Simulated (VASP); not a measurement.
# In2Ge2O3 (Immm) in VASP: single point with PBE

Aim: the single point of In2Ge2O3 with PBE.

Everything below comes from runs of VASP 6.6.1. Logs are shortened: lines on timing, memory, paths and dates and some standing lists are left out, and cuts for length are marked.

## 1. The cell of the first run

It takes space group Immm (No. 71, orthorhombic). The conventional cell has a = 3.909 Å, b = 5.796 Å, c = 12.683 Å, α = 90.00°, β = 90.00°, γ = 90.00°. In (site symmetry mmm) has 2 O at 1.95 Å within 2.6 Å. Within 3.5 Å of In (site symmetry mmm) lie 6 O at 2.69 to 3.50 Å and 2 In at 2.90 Å. Within 2.7 Å of Ge (site symmetry mm2) lie 2 O at 2.08 Å. O (site symmetry mm2) has 2 Ge at 2.08 Å and 1 In at 2.69 Å within 2.7 Å. O (site symmetry mmm) has 2 In at 1.95 Å within 2.6 Å.

The cell was built from a structure type or drawn by symmetry, and may not be a known phase.

## 2. Single point, PBE

Contents of INCAR:

```
PREC     = Accurate       # precision mode
ENCUT    = 520            # plane-wave cutoff, eV
EDIFF    = 1E-6           # SCF threshold, eV
ISMEAR   = 0              # smearing method
SIGMA    = 0.15           # smearing width, eV
LREAL    = F              # projectors in reciprocal space
LASPH    = T              # aspherical terms in the spheres
NELM     = 60             # most SCF steps
ALGO     = Normal         # electronic algorithm
ISIF     = 2              # what is computed and relaxed
LWAVE    = F              # write WAVECAR
LCHARG   = T              # write CHGCAR
GGA      = PE             # functional
LELF     = T              # ELF
LVHAR    = T            
NBANDS   = 45             # bands
```

Contents of KPOINTS:

```
regular mesh
0
Gamma
  4 4 4
```

Contents of POSCAR:

```
In2Ge2O3
1.0
   -1.9544497649      2.8981036956      6.3415559923
    1.9544497649     -2.8981036956      6.3415559923
    1.9544497649      2.8981036956     -6.3415559923
In Ge O
2 2 3
Direct
    0.0000000000      0.0000000000      0.0000000000
    0.5000000000      0.0000000000      0.5000000000
    0.7671896938      0.7671896938      0.0000000000
    0.2328103062      0.2328103062      0.0000000000
    0.7118056429      0.2118056429      0.5000000000
    0.2881943571      0.7881943571      0.5000000000
    0.0000000000      0.5000000000      0.5000000000
```

Potentials or basis: VASP PAW PBE potentials, release 64 (In_d, Ge_d, O).

Started as:

```console
cat potpaw_PBE.64/In_d/POTCAR potpaw_PBE.64/Ge_d/POTCAR potpaw_PBE.64/O/POTCAR > POTCAR
mpirun -np 1 vasp_std > vasp.out
```

OUTCAR:

```text
PREC = Accurate
   ENCUT = 520
   EDIFF = 1E-6
   ISMEAR = 0
   LREAL = F
   LASPH = T
   NELM = 60
   ISIF = 2
   GGA = PE

 ion  position               nearest neighbor table
   1  0.000  0.000  0.000-   7 1.95   7 1.95   2 2.90   2 2.90   4 2.95   3 2.95
   2  0.500  0.000  0.500-   5 2.69   6 2.69   1 2.90   1 2.90
   3  0.767  0.767  0.000-   5 2.08   5 2.08   1 2.95
   4  0.233  0.233  0.000-   6 2.08   6 2.08   1 2.95
   5  0.712  0.212  0.500-   3 2.08   3 2.08   2 2.69
   6  0.288  0.788  0.500-   4 2.08   4 2.08   2 2.69
   7  0.000  0.500  0.500-   1 1.95   1 1.95

  LATTYP: Found a body centered orthorhombic cell.
 ALAT       =     3.9088995298
 B/A-ratio  =     1.4828233233
 C/A-ratio  =     3.2446758705

  Lattice vectors:

 A1 = (  -1.9544497649,   2.8981036956,   6.3415559923)
 A2 = (   1.9544497649,  -2.8981036956,   6.3415559923)
 A3 = (   1.9544497649,   2.8981036956,  -6.3415559923)

Analysis of symmetry for initial positions (statically):
=====================================================================
 Subroutine PRICEL returns:
 Original cell was already a primitive cell.

 Routine SETGRP: Setting up the symmetry group for a
 body centered orthorhombic supercell.

 Subroutine GETGRP returns: Found  8 space group operations
 (whereof  8 operations were pure point group operations)
 out of a pool of  8 trial point group operations.

The static configuration has the point symmetry D_2h.

Analysis of symmetry for dynamics (positions and initial velocities):
=====================================================================
 Subroutine PRICEL returns:
 Original cell was already a primitive cell.

 Routine SETGRP: Setting up the symmetry group for a
 body centered orthorhombic supercell.

 Subroutine GETGRP returns: Found  8 space group operations
 (whereof  8 operations were pure point group operations)
 out of a pool of  8 trial point group operations.

The dynamic configuration has the point symmetry D_2h.

 Subroutine INISYM returns: Found  8 space group operations
 (whereof  8 operations are pure point group operations),
 and found     1 'primitive' translations

----------------------------------------------------------------------------------------

                                     Primitive cell

  volume of cell :     143.6793

  direct lattice vectors                    reciprocal lattice vectors
    -1.954449765  2.898103696  6.341555992     0.000000000  0.172526608  0.078845003
     1.954449765 -2.898103696  6.341555992     0.255826478  0.000000000  0.078845003
     1.954449765  2.898103696 -6.341555992     0.255826478  0.172526608  0.000000000

  length of vectors
     7.241147100  7.241147100  7.241147100     0.189689127  0.267700806  0.308565418

  position of ions in fractional coordinates (direct lattice)
     0.000000000  0.000000000  0.000000000
     0.500000000  0.000000000  0.500000000
     0.767189694  0.767189694  0.000000000
     0.232810306  0.232810306  0.000000000
     0.711805643  0.211805643  0.500000000
     0.288194357  0.788194357  0.500000000
     0.000000000  0.500000000  0.500000000

  ion indices of the primitive-cell ions
   primitive index   ion index
                 1           1
                 2           2
                 3           3
                 4           4
                 5           5
                 6           6
                 7           7

----------------------------------------------------------------------------------------

 KPOINTS: regular mesh

Automatic generation of k-mesh.
 Grid dimensions read from file:
 generate k-points for:    4    4    4

 Generating k-lattice:

  Cartesian coordinates                     Fractional coordinates (reciprocal lattice)
     0.000000000  0.043131652  0.019711251     0.250000000  0.000000000  0.000000000
     0.063956620  0.000000000  0.019711251     0.000000000  0.250000000 -0.000000000
     0.063956620  0.043131652  0.000000000     0.000000000 -0.000000000  0.250000000

  Length of vectors
     0.047422282  0.066925201  0.077141355

  Shift w.r.t. Gamma in fractional coordinates (k-lattice)
     0.000000000  0.000000000  0.000000000

 Subroutine IBZKPT returns following result:
 ===========================================

 Found     18 irreducible k-points:

 Following reciprocal coordinates:
            Coordinates               Weight
  0.000000  0.000000  0.000000      1.000000
  0.250000  0.000000 -0.000000      4.000000
  0.500000  0.000000 -0.000000      2.000000
  0.000000  0.250000 -0.000000      4.000000
  0.250000  0.250000 -0.000000      8.000000
  0.500000  0.250000 -0.000000      8.000000
[... 10 lines left out ...]
 -0.250000 -0.250000  0.250000      2.000000
  0.500000  0.500000  0.500000      1.000000
   k-points           NKPTS =     18   k-points in BZ     NKDIM =     18   number of bands    NBANDS=     45
   number of dos      NEDOS =    301   number of ions     NIONS =      7
   total plane-waves  NPLWV = 157464
   dimension x,y,z NGX =    54 NGY =   54 NGZ =   54
   dimension x,y,z NGXF=   108 NGYF=  108 NGZF=  108
   ions per type =               2   2   3
   NGX,Y,Z   is equivalent  to a cutoff of  12.40, 12.40, 12.40 a.u.
   NGXF,Y,Z  is equivalent  to a cutoff of  24.80, 24.80, 24.80 a.u.
 SYSTEM =  unknown system
   PREC   = accura    normal or accurate (medium, high low for compatibility)
   ISTART =      0    job   : 0-new  1-cont  2-samecut
   ICHARG =      2    charge: 1-file 2-atom 10-const
   ISPIN  =      1    spin polarized calculation?
   LNONCOLLINEAR =      F non collinear calculations
   LSORBIT =      F    spin-orbit coupling
   LASPH  =      T    aspherical Exc in radial PAW
   ENCUT  =  520.0 eV  38.22 Ry    6.18 a.u.  13.46 13.46 13.46*2*pi/ulx,y,z
   NELM   =     60;   NELMIN=  2; NELMDL= -5     # of ELM steps
   EDIFF  = 0.1E-05   stopping-criterion for ELM
   LREAL  =      F    real-space projection
   EDIFFG = 0.1E-04   stopping-criterion for IOM
   NSW    =      0    number of steps for IOM
   IBRION =     -1    ionic relax: 0-MD 1-quasi-New 2-CG
   NFREE  =      0    steps in history (QN), initial steepest desc. (CG)
   ISIF   =      2    stress and relaxation
   ISYM   =      2    0-nonsym 1-usesym 2-fastsym
   POTIM  = 0.5000    time-step for ionic-motion
   TEBEG  =    0.0;   TEEND  =   0.0 temperature during run
   PSTRESS=    0.0 pullay stress
   NELECT =      72.0000    total number of electrons
   NUPDOWN=      -1.0000    fix difference up-down
   EMIN   =  10.00;   EMAX   =-10.00  energy-range for DOS
   EFERMI =   0.00;   METHOD = LEGACY
   ISMEAR =     0;   SIGMA  =   0.15  broadening in eV -4-tet -1-fermi 0-gaus
   EFERMI_NEDOS =   21; number of points for ismear=-14 and -15
   IALGO  =     38    algorithm
   IMIX   =      4    mixing-type and parameters
     AMIX     =   0.40;   BMIX     =  1.00
     AMIX_MAG =   1.60;   BMIX_MAG =  1.00
  volume/ion in A,a.u.               =      20.53       138.51
  Fermi-wavevector in a.u.,A,eV,Ry     =   1.300332  2.457271 23.005591  1.690863
  Thomas-Fermi vector in A             =   2.431538
   LORBIT       =      0    0 simple, 1 ext, 2 COOP (PROOUT), +10 PAW based schemes
   GGA     = PE    functional components
   LHFCALC =     F    Hartree Fock is set to
   AEXX    =    0.0000 exact exchange contribution
   IVDW    =     0    specifies the selected vdW correction
   LEPSILON=     F    determine dielectric tensor
   LRPA    =     F    only Hartree local field effects (RPA)
 non-spin polarized calculation
 Gauss-broadening in eV      SIGMA  =   0.15
  energy-cutoff  :      520.00
  volume of cell :      143.68
 maximum number of plane-waves:      3895
 NGX is ok and might be reduce to    54
   NGX = 27   NGY = 27   NGZ = 27

 number of electron      72.0000011 magnetization

 Free energy of the ion-electron system (eV)
  ---------------------------------------------------
  ext. energy  EPLUGINS =         0.00000000
  ---------------------------------------------------
  free energy    TOTEN  =       -31.42347225 eV

  energy without entropy =      -31.37784844  energy(sigma->0) =      -31.40066035

 E-fermi :   4.3837     XC(G=0):  -9.3814

 val. band max:        4.3780118300   @ k =   0.5000   0.5000  -0.0000
 cond. band min:       4.4036436008   @ k =  -0.2500   0.2500   0.0000
 fundamental gap:      0.0256317708
 Fermi energy:         4.3836632115

 k-point     1 :       0.0000    0.0000    0.0000
  band No.  band energies     occupation
      1     -21.2023      2.00000
      2     -21.1910      2.00000
      3     -21.1657      2.00000
      4     -21.1606      2.00000
      5     -21.1454      2.00000
      6     -21.1249      2.00000
[... 37 lines left out ...]
     44       9.9840      0.00000
     45      11.0069      0.00000

 k-point     2 :       0.2500    0.0000   -0.0000
  band No.  band energies     occupation
      1     -21.2003      2.00000
      2     -21.1923      2.00000
      3     -21.1649      2.00000
      4     -21.1613      2.00000
      5     -21.1424      2.00000
      6     -21.1280      2.00000
[... 37 lines left out ...]
     44       9.9611      0.00000
     45      10.4657      0.00000

 k-point     3 :       0.5000    0.0000   -0.0000
  band No.  band energies     occupation
      1     -21.1960      2.00000
      2     -21.1959      2.00000
      3     -21.1631      2.00000
      4     -21.1630      2.00000
      5     -21.1353      2.00000
      6     -21.1353      2.00000
[... 37 lines left out ...]
     44       9.8370      0.00000
     45       9.9232      0.00000

 k-point     4 :       0.0000    0.2500   -0.0000
  band No.  band energies     occupation
      1     -21.1932      2.00000
      2     -21.1864      2.00000
      3     -21.1650      2.00000
      4     -21.1614      2.00000
      5     -21.1438      2.00000
      6     -21.1293      2.00000
[... 613 lines left out ...]
     44       9.9357      0.00000
     45      10.2337      0.00000

 k-point    17 :      -0.2500   -0.2500    0.2500
  band No.  band energies     occupation
      1     -21.2024      2.00000
      2     -21.1910      2.00000
      3     -21.1657      2.00000
      4     -21.1606      2.00000
      5     -21.1454      2.00000
      6     -21.1249      2.00000
[... 37 lines left out ...]
     44       9.9867      0.00000
     45      10.2046      0.00000

 k-point    18 :       0.5000    0.5000    0.5000
  band No.  band energies     occupation
      1     -21.2024      2.00000
      2     -21.1909      2.00000
      3     -21.1657      2.00000
      4     -21.1606      2.00000
      5     -21.1454      2.00000
      6     -21.1249      2.00000
[... 37 lines left out ...]
     44       9.7182      0.00000
     45      10.0250      0.00000

------------------------ aborting loop because EDIFF is reached ----------------------------------------

  FORCE on cell =-STRESS in cart. coord.  units (eV):
  Direction    XX          YY          ZZ          XY          YZ          ZX
  --------------------------------------------------------------------------------------
  -------------------------------------------------------------------------------------
  Total        0.4692846      0.1199002      0.4379546     -0.0000000      0.0000000      0.0000000
  in kB        5.2330231      1.3370146      4.8836595     -0.0000000      0.0000000      0.0000000
  external PRESSURE =       3.8178991 kB  Pullay stress =       0.0000000 kB

 VOLUME and BASIS-vectors are now :
 -----------------------------------------------------------------------------
  energy-cutoff  :      520.00
  volume of cell :      143.68
      direct lattice vectors                 reciprocal lattice vectors
    -1.954449765  2.898103696  6.341555992     0.000000000  0.172526608  0.078845003
     1.954449765 -2.898103696  6.341555992     0.255826478  0.000000000  0.078845003
     1.954449765  2.898103696 -6.341555992     0.255826478  0.172526608  0.000000000

 POSITION                                       TOTAL-FORCE (eV/Angst)
 -----------------------------------------------------------------------------------
      0.00000      0.00000      0.00000         0.000000     -0.000000     -0.000000
      0.00000      2.89810      0.00000         0.000000     -0.000000     -0.000000
      0.00000      0.00000      9.73035         0.000000      0.000000      0.038558
      0.00000      0.00000      2.95276        -0.000000     -0.000000     -0.038558
      0.00000      2.89810      2.68635         0.000000     -0.000000     -0.002091
      1.95445      0.00000      3.65520         0.000000      0.000000      0.002091
      1.95445      0.00000      0.00000         0.000000     -0.000000     -0.000000
 -----------------------------------------------------------------------------------
    total drift:                                0.000000      0.000000     -0.000000

  FREE ENERGIE OF THE ION-ELECTRON SYSTEM (eV)
  ---------------------------------------------------
  free  energy   TOTEN  =       -31.4234722501 eV

  energy  without entropy=      -31.3778484446  energy(sigma->0) =      -31.40066035
```

Run time: 8.1 min. Hardware: 1 thread of Intel Xeon 8259CL, shared host; peak memory 0.45 GiB.

Results:

```
Free energy            : -31.4235 eV
Pressure               : 0.4 GPa
Largest force          : 0.039 eV/Å
Band gap on the k mesh : zero (bands 36 and 37 overlap by 0.43 eV)
```

Forces in eV/Å, atoms in the order of the input:
```
In   0.000  0.000  0.000
In   0.000  0.000  0.000
Ge   0.000  0.000  0.039
Ge   0.000  0.000 -0.039
O    0.000  0.000 -0.002
O    0.000  0.000  0.002
O    0.000  0.000  0.000
```

Stress tensor (GPa, compression positive):
```
0.52 0.00 0.00
0.00 0.13 0.00
0.00 0.00 0.49
```

Levels at points of the mesh, in eV from the Fermi level:
```
           k point  band 32  band 33  band 34  band 35  band 36  band 37  band 38  band 39  band 40  band 41
(0.00, 0.00, 0.00)    -3.85    -3.13    -2.96    -2.27    -0.86     0.12     0.44     2.11     3.52     3.57
(0.50, 0.00, 0.00)    -3.24    -3.09    -2.95    -2.92    -1.67     0.14     1.08     1.60     1.95     3.71
(0.00, 0.50, 0.00)    -2.65    -2.61    -1.97    -1.75    -0.63    -0.31     1.70     1.79     1.87     2.05
(0.50, 0.50, 0.00)    -2.84    -2.53    -2.38    -1.58    -0.01     0.32     0.49     1.50     1.68     3.33
(0.50, 0.50, 0.50)    -3.69    -3.17    -2.99    -2.59    -0.76     0.50     0.57     2.34     2.34     3.08
```

Caveat: the k points lie up to 0.42 Å⁻¹ apart; spin-orbit coupling is left out, which moves the levels of the heavy elements.
